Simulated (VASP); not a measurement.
Input of a VASP 6.6.1 run:

Contents of INCAR:

```
PREC = Accurate
ENCUT = 520
EDIFF = 1E-7
ISMEAR = 0
SIGMA = 0.1
LREAL = F
LASPH = T
NELM = 60
ALGO = Normal
ISIF = 2
LWAVE = F
LCHARG = F
GGA = PE
NBANDS = 42
```

Contents of KPOINTS:

```
Automatic mesh
0
Gamma
  6 6 6
  0.5 0.5 0.5
```

Contents of POSCAR:

```
Ta4C5
1.0
    0.0000000000     -4.4754012993      0.0000000000
    0.0000000000      0.0000000000     -4.4754012993
    4.4754012993      0.0000000000      0.0000000000
Ta C
4 5
Direct
    1.0154979112      1.0154979112     -0.0154979112
    0.4845020888      1.0154979112      0.5154979112
    1.0154979112      0.4845020888      0.5154979112
    0.4845020888      0.4845020888     -0.0154979112
    0.0057164992      0.0057164992      0.5057164992
    0.4942835008      0.0057164992     -0.0057164992
    0.0057164992      0.4942835008     -0.0057164992
    0.4942835008      0.4942835008      0.5057164992
    0.7500000000      0.7500000000      0.2500000000
```

Potentials or basis: VASP PAW PBE potentials, release 64 (Ta_pv, C).

The run is started by

```console
$ cat potpaw_PBE.64/Ta_pv/POTCAR potpaw_PBE.64/C/POTCAR > POTCAR
$ mpirun -np 1 vasp_std > vasp.out
```

(1) Predict the pressure.

(2) Predict the band gap on the k mesh.

(3) Predict the largest force.

## Answers

(1) 31.1 GPa.

(2) zero (band 32 reaches 9.61 eV, above the bottom of band 33 at 7.45 eV).

(3) 0.040 eV/Å.

Caveat: spin-orbit coupling is left out, which moves the levels of the heavy elements.
